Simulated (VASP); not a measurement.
A run of VASP 6.6.1 is set up as follows.

INCAR

```
  ALGO = Normal
  EDIFF = 1E-6
  ENCUT = 520
  GGA = PE
  ISIF = 2
  ISMEAR = -1
  LASPH = T
  LCHARG = F
  LREAL = F
  LWAVE = F
  NBANDS = 16
  NELM = 80
  PREC = Accurate
  SIGMA = 0.03
```

KPOINTS

```
k-points
0
Gamma
  6 6 5
```

The input POSCAR:

```
Se
1.0
    4.3661999489      0.0000000000      0.0000000000
   -2.1830999745      3.7812400738      0.0000000000
    0.0000000000      0.0000000000      5.1022080000
Se
3
Direct
    0.2254000000      0.0000000000      0.3333333333
    0.0000000000      0.2254000000      0.6666666667
    0.7746000000      0.7746000000      0.0000000000
```

Potentials or basis: VASP PAW PBE potentials, release 64 (Se).

Command:

```bash
$ cat potpaw_PBE.64/Se/POTCAR > POTCAR
$ mpirun -np 1 vasp_std > vasp.out
```

Q: Predict the band gap on the k mesh.

A: 1.24 eV, direct.

Q: Predict the pressure.

A: 0.6 GPa.

Q: Estimate the largest force.

A: 0.096 eV/Å.

Stress tensor (GPa, compression positive):
```
0.68 0.00 0.00
0.00 0.68 0.00
0.00 0.00 0.36
```

Caveat: the cell differs from its parent crystal (zz strain of +3 %). A k mesh can miss the band edges.
